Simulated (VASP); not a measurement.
# SiC (Imm2) in VASP: single point with r2SCAN

Aim: the single point of SiC with r2SCAN.

All numbers are computed with VASP 6.6.1; they aren't measurements. Logs are shortened: lines on timing, memory, paths and dates and some standing lists are left out, and cuts for length are marked.

### Step 1. The cell of the first run

The structure is orthorhombic, space group Imm2 (No. 44). Conventional cell: a = 3.080 Å, b = 18.482 Å, c = 4.356 Å, α = 90.00°, β = 90.00°, γ = 90.00°. Si (site symmetry m) has 4 C at 1.89 Å within 2.5 Å. Within 2.5 Å of Si (site symmetry m) lie 4 C at 1.89 Å. Within 2.1 Å of Si (site symmetry m) lie 1 Si at 1.54 Å and 3 C at 1.89 Å. Within 2.5 Å of C (site symmetry m) lie 4 Si at 1.89 Å. Within 2.5 Å of C (site symmetry m) lie 4 Si at 1.89 Å. C (site symmetry m) has 1 C at 1.54 Å and 3 Si at 1.89 Å within 2.1 Å.

### Step 2. Single point, r2SCAN (the part above a cut slid along it)

POSCAR reads:

```
SiC
1.0
    4.3562899735      0.0000000000      0.0000000000
    0.0000000000      2.1781449867     -2.1781449867
    2.1781449868      5.4453624668      7.6235074536
Si C
6 6
Direct
   -0.1249916667      0.1249916667      0.2499833333
    0.2916750000      0.7083250000      0.4166500000
   -0.2916583333      0.2916583333      0.5833166667
    0.1250083333      0.8749916667      0.7499833333
   -0.4583250000      0.4583250000      0.9166500000
    0.4583416667      0.5416583333      0.0833166667
    0.5416750000      0.2083250000      0.4166500000
   -0.0416583333      0.7916583333      0.5833166667
    0.3750083333      0.3749916667      0.7499833333
   -0.2083250000      0.9583250000      0.9166500000
    0.7083416667      0.0416583333      0.0833166667
    0.1250083333      0.6249916667      0.2499833333
```

INCAR.step1 reads:

```
SYSTEM = SiC
ALGO = Normal ; EDIFF = 1E-4
ENCUT = 520 ; GGA = PE
ISMEAR = 0 ; ISYM = 0
LASPH = .TRUE. ; LCHARG = .FALSE.
LREAL = .FALSE. ; LWAVE = .TRUE.
NBANDS = 36 ; NELM = 100
PREC = Accurate ; SIGMA = 0.05
```

INCAR.step2 reads:

```
SYSTEM = SiC
ALGO = Normal ; EDIFF = 1E-6
ENCUT = 520 ; ISIF = 2
ISMEAR = 0 ; ISTART = 1
ISYM = 0 ; LASPH = .TRUE.
LCHARG = .FALSE. ; LMIXTAU = .TRUE.
LREAL = .FALSE. ; LWAVE = .FALSE.
METAGGA = R2SCAN ; NBANDS = 36
NELM = 100 ; PREC = Accurate
SIGMA = 0.05
```

KPOINTS reads:

```
k-points
0
G
  6 9 3
  0 0 0
```

Potentials or basis: VASP PAW PBE potentials, release 64 (Si, C).

Launch:

```sh
$ cat potpaw_PBE.64/Si/POTCAR potpaw_PBE.64/C/POTCAR > POTCAR
$ cp INCAR.step1 INCAR
$ mpirun -np 1 vasp_std > vasp.out
$ cp INCAR.step2 INCAR
$ mpirun -np 1 vasp_std > vasp.out
```

OUTCAR:

```text
SYSTEM = SiC
   EDIFF = 1E-6
   ENCUT = 520
   ISIF = 2
   ISMEAR = 0
   ISTART = 1
   ISYM = 0
   LASPH = .TRUE.
   LREAL = .FALSE.
   METAGGA = R2SCAN
   NELM = 100
   PREC = Accurate

 ion  position               nearest neighbor table
   1  0.875  0.125  0.250-  11 1.89  12 1.89  12 1.89   7 1.89   6 3.08   6 3.08   6 3.08   2 3.08
                             2 3.08   6 3.08   2 3.08   2 3.08   3 3.08
   2  0.292  0.708  0.417-   7 1.89   7 1.89   8 1.89  12 1.89   6 3.08   4 3.08   3 3.08   1 3.08
                             1 3.08   3 3.08   1 3.08   3 3.08   1 3.08   3 3.08
   3  0.708  0.292  0.583-   9 1.89   8 1.89   8 1.89   7 1.89   4 3.08   4 3.08   5 3.08   4 3.08
                             2 3.08   2 3.08   4 3.08   2 3.08   2 3.08   1 3.08
   4  0.125  0.875  0.750-   8 1.89   9 1.89   9 1.89  10 1.89   3 3.08   3 3.08   2 3.08   3 3.08
                             5 3.08   5 3.08   3 3.08   5 3.08   5 3.08
   5  0.542  0.458  0.917-   6 1.54  10 1.89  10 1.89   9 1.89  11 2.44  11 2.44   3 3.08   4 3.08
                             4 3.08   4 3.08   4 3.08
   6  0.458  0.542  0.083-   5 1.54  12 1.89  11 1.89  11 1.89  10 2.44  10 2.44   1 3.08   1 3.08
                             2 3.08   1 3.08   1 3.08
   7  0.542  0.208  0.417-   2 1.89   2 1.89   1 1.89   3 1.89
   8  0.958  0.792  0.583-   4 1.89   3 1.89   3 1.89   2 1.89
   9  0.375  0.375  0.750-   3 1.89   4 1.89   4 1.89   5 1.89
  10  0.792  0.958  0.917-  11 1.54   5 1.89   5 1.89   4 1.89   6 2.44   6 2.44
  11  0.708  0.042  0.083-  10 1.54   1 1.89   6 1.89   6 1.89   5 2.44   5 2.44
  12  0.125  0.625  0.250-   6 1.89   1 1.89   1 1.89   2 1.89

 -----------------------------------------------------------------------------
|                                                                             |
|           W    W    AA    RRRRR   N    N  II  N    N   GGGG   !!!           |
|           W    W   A  A   R    R  NN   N  II  NN   N  G    G  !!!           |
|           W    W  A    A  R    R  N N  N  II  N N  N  G       !!!           |
|           W WW W  AAAAAA  RRRRR   N  N N  II  N  N N  G  GGG   !            |
|           WW  WW  A    A  R   R   N   NN  II  N   NN  G    G                |
|           W    W  A    A  R    R  N    N  II  N    N   GGGG   !!!           |
|                                                                             |
|     The distance between some ions is very small. Please check the          |
|     nearest-neighbor list in the OUTCAR file.                               |
|     I HOPE YOU KNOW WHAT YOU ARE DOING!                                     |
|                                                                             |
 -----------------------------------------------------------------------------

IMPORTANT INFORMATION: All symmetrisations will be switched off!
NOSYMM: (Re-)initialisation of all symmetry stuff for point group C_1.

----------------------------------------------------------------------------------------

                                     Primitive cell

  volume of cell :     124.0057

  direct lattice vectors                    reciprocal lattice vectors
     4.356289974  0.000000000  0.000000000     0.229553130 -0.038258855 -0.038258855
     0.000000000  2.178144987 -2.178144987     0.000000000  0.267811985 -0.191294275
     2.178144987  5.445362467  7.623507454     0.000000000  0.076517710  0.076517710

  length of vectors
     4.356289974  3.080362181  9.618427828     0.235843422  0.329115116  0.108212383

  position of ions in fractional coordinates (direct lattice)
     0.875008333  0.124991667  0.249983333
     0.291675000  0.708325000  0.416650000
     0.708341667  0.291658333  0.583316667
     0.125008333  0.874991667  0.749983333
     0.541675000  0.458325000  0.916650000
     0.458341667  0.541658333  0.083316667
     0.541675000  0.208325000  0.416650000
     0.958341667  0.791658333  0.583316667
     0.375008333  0.374991667  0.749983333
     0.791675000  0.958325000  0.916650000
     0.708341667  0.041658333  0.083316667
     0.125008333  0.624991667  0.249983333

  ion indices of the primitive-cell ions
   primitive index   ion index
                 1           1
                 2           2
                 3           3
                 4           4
                 5           5
                 6           6
                 7           7
                 8           8
                 9           9
                10          10
                11          11
                12          12

----------------------------------------------------------------------------------------

 KPOINTS: k-points

Automatic generation of k-mesh.
 Grid dimensions read from file:
 generate k-points for:    6    9    3
[... 32 lines left out ...]

 WARNING: IBZKPT: internal override: KBLOWUP is changed to .FALSE.
      ... skipping the blow-up phase ...

 Subroutine IBZKPT returns following result:
 ===========================================

 Found     82 irreducible k-points:

 Following reciprocal coordinates:
            Coordinates               Weight
  0.000000  0.000000  0.000000      1.000000
  0.166667  0.000000 -0.000000      2.000000
  0.333333  0.000000  0.000000      2.000000
  0.500000  0.000000 -0.000000      1.000000
  0.000000  0.111111  0.000000      2.000000
  0.166667  0.111111  0.000000      2.000000
[... 16 lines left out ...]
  0.000000  0.444444 -0.000000      2.000000
  0.166667  0.444444 -0.000000      2.000000
 [... further k-points ...]
   k-points           NKPTS =     82   k-points in BZ     NKDIM =     82   number of bands    NBANDS=     36
   number of dos      NEDOS =    301   number of ions     NIONS =     12
   total plane-waves  NPLWV =  55296
   dimension x,y,z NGX =    32 NGY =   24 NGZ =   72
   dimension x,y,z NGXF=    64 NGYF=   48 NGZF=  144
   ions per type =               6   6
   NGX,Y,Z   is equivalent  to a cutoff of  12.21, 12.95, 12.44 a.u.
   NGXF,Y,Z  is equivalent  to a cutoff of  24.42, 25.91, 24.89 a.u.
 SYSTEM =  SiC
   PREC   = accura    normal or accurate (medium, high low for compatibility)
   ISTART =      1    job   : 0-new  1-cont  2-samecut
   ICHARG =      0    charge: 1-file 2-atom 10-const
   ISPIN  =      1    spin polarized calculation?
   LNONCOLLINEAR =      F non collinear calculations
   LSORBIT =      F    spin-orbit coupling
   LASPH  =      T    aspherical Exc in radial PAW
   ENCUT  =  520.0 eV  38.22 Ry    6.18 a.u.   8.10  5.73 17.88*2*pi/ulx,y,z
   NELM   =    100;   NELMIN=  2; NELMDL=  0     # of ELM steps
   EDIFF  = 0.1E-05   stopping-criterion for ELM
   LREAL  =      F    real-space projection
   EDIFFG = 0.1E-04   stopping-criterion for IOM
   NSW    =      0    number of steps for IOM
   IBRION =     -1    ionic relax: 0-MD 1-quasi-New 2-CG
   NFREE  =      0    steps in history (QN), initial steepest desc. (CG)
   ISIF   =      2    stress and relaxation
   ISYM   =      0    0-nonsym 1-usesym 2-fastsym
   POTIM  = 0.5000    time-step for ionic-motion
   TEBEG  =    0.0;   TEEND  =   0.0 temperature during run
   PSTRESS=    0.0 pullay stress
   NELECT =      48.0000    total number of electrons
   NUPDOWN=      -1.0000    fix difference up-down
   EMIN   =  10.00;   EMAX   =-10.00  energy-range for DOS
   EFERMI =   0.00;   METHOD = LEGACY
   ISMEAR =     0;   SIGMA  =   0.05  broadening in eV -4-tet -1-fermi 0-gaus
   EFERMI_NEDOS =   21; number of points for ismear=-14 and -15
   IALGO  =     38    algorithm
   IMIX   =      4    mixing-type and parameters
     AMIX     =   0.40;   BMIX     =  1.00
     AMIX_MAG =   1.60;   BMIX_MAG =  1.00
  volume/ion in A,a.u.               =      10.33        69.74
  Fermi-wavevector in a.u.,A,eV,Ry     =   1.193094  2.254621 19.367534  1.423474
  Thomas-Fermi vector in A             =   2.329117
   LORBIT       =      0    0 simple, 1 ext, 2 COOP (PROOUT), +10 PAW based schemes
   METAGGA = R2SCAN    functional components
   LHFCALC =     F    Hartree Fock is set to
   AEXX    =    0.0000 exact exchange contribution
   IVDW    =     0    specifies the selected vdW correction
   LEPSILON=     F    determine dielectric tensor
   LRPA    =     F    only Hartree local field effects (RPA)
 non-spin polarized calculation
 Gauss-broadening in eV      SIGMA  =   0.05
  energy-cutoff  :      520.00
  volume of cell :      124.01
 maximum number of plane-waves:      3384
   NGX = 17   NGY = 11   NGZ = 35

 number of electron      47.9999999 magnetization

 Free energy of the ion-electron system (eV)
  ---------------------------------------------------
  ext. energy  EPLUGINS =         0.00000000
  ---------------------------------------------------
  free energy    TOTEN  =      -102.25736257 eV

  energy without entropy =     -102.25626409  energy(sigma->0) =     -102.25681333

 E-fermi :   9.0012     XC(G=0): -11.8526

 val. band max:        8.9661155213   @ k =   0.0000   0.0000   0.3333
 cond. band min:       9.0136272651   @ k =  -0.1667   0.0000   0.3333
 fundamental gap:      0.0475117438
 Fermi energy:         9.0011634822

 k-point     1 :       0.0000    0.0000    0.0000
  band No.  band energies     occupation
      1      -9.5222      2.00000
      2      -7.5626      2.00000
      3      -6.6992      2.00000
      4      -4.2085      2.00000
      5      -3.3891      2.00000
      6      -2.1189      2.00000
[... 925 lines left out ...]
     35      15.8999      0.00000
     36      16.6605      0.00000

 [... further k-points ...]
[... 5 lines left out ...]
  --------------------------------------------------------------------------------------
  -------------------------------------------------------------------------------------
  Total        4.6861562     33.3873610     33.3877231     -0.0001756     32.6383344     -0.0001425
  in kB       60.5460397    431.3711285    431.3758070     -0.0022684    421.6935614     -0.0018411
  external PRESSURE =     307.7643251 kB  Pullay stress =       0.0000000 kB

 VOLUME and BASIS-vectors are now :
 -----------------------------------------------------------------------------
  energy-cutoff  :      520.00
  volume of cell :      124.01
      direct lattice vectors                 reciprocal lattice vectors
     4.356289974  0.000000000  0.000000000     0.229553130 -0.038258855 -0.038258855
     0.000000000  2.178144987 -2.178144987     0.000000000  0.267811985 -0.191294275
     2.178144987  5.445362467  7.623507454     0.000000000  0.076517710  0.076517710

 POSITION                                       TOTAL-FORCE (eV/Angst)
 -----------------------------------------------------------------------------------
      4.35629      1.63350      1.63350         0.661043     -0.372254     -0.372277
      2.17814      3.81164      1.63350        -0.001955     -0.087467     -0.087456
      4.35629      3.81164      3.81164        -0.001879      0.087496      0.087481
      2.17814      5.98979      3.81164         0.660946      0.372507      0.372498
      4.35629      5.98979      5.98979        -0.520237    -30.175724    -30.175744
      2.17814      1.63350     -0.54465        -0.520128     30.175870     30.175880
      3.26722      2.72257      2.72257        -0.150174     -0.188673     -0.188673
      5.44536      4.90072      2.72257        -0.149732      0.188514      0.188492
      3.26722      4.90072      4.90072        -0.211869     -0.276384     -0.276345
      5.44536      7.07886      4.90072         0.223226     -2.034789     -2.034781
      3.26722      0.54443      0.54443         0.222132      2.034692      2.034659
      1.08907      2.72257      0.54443        -0.211372      0.276210      0.276265
 -----------------------------------------------------------------------------------
    total drift:                                0.000248     -0.000080     -0.000078

  FREE ENERGIE OF THE ION-ELECTRON SYSTEM (eV)
  ---------------------------------------------------
  free  energy   TOTEN  =      -102.2573625738 eV

  energy  without entropy=     -102.2562640884  energy(sigma->0) =     -102.25681333
```

Run time: 9.4 min. Hardware: 1 thread of AMD EPYC 9R45 (Zen 5), shared host; peak memory 0.37 GiB.

Results:

- Free energy: -102.2574 eV
- Pressure: 30.8 GPa
- Largest force: 42.678 eV/Å
- Band gap on the k mesh: zero (bands 24 and 25 overlap by 0.01 eV)

Forces on the atoms (eV/Å):
```
Si    0.661  -0.372  -0.372
Si   -0.002  -0.087  -0.087
Si   -0.002   0.087   0.087
Si    0.661   0.373   0.372
Si   -0.520 -30.176 -30.176
Si   -0.520  30.176  30.176
C    -0.150  -0.189  -0.189
C    -0.150   0.189   0.188
C    -0.212  -0.276  -0.276
C     0.223  -2.035  -2.035
C     0.222   2.035   2.035
C    -0.211   0.276   0.276
```

Stress tensor (GPa, compression positive):
```
 6.05  0.00  0.00
 0.00 43.14 42.17
 0.00 42.17 43.14
```

Caveat: the cell differs from its parent crystal (the part above a cut slid along it); atoms lie so close that the PAW spheres overlap strongly, which falsifies energies and pressures; the stress differs along the axes, from 6 to 43 GPa; semilocal functionals underestimate gaps, and a narrow one can read as zero; the PAW data sets were made with another functional, which shifts forces and pressure a little.

The gap in the log of VASP goes by the Fermi energy; the results here count the filled bands.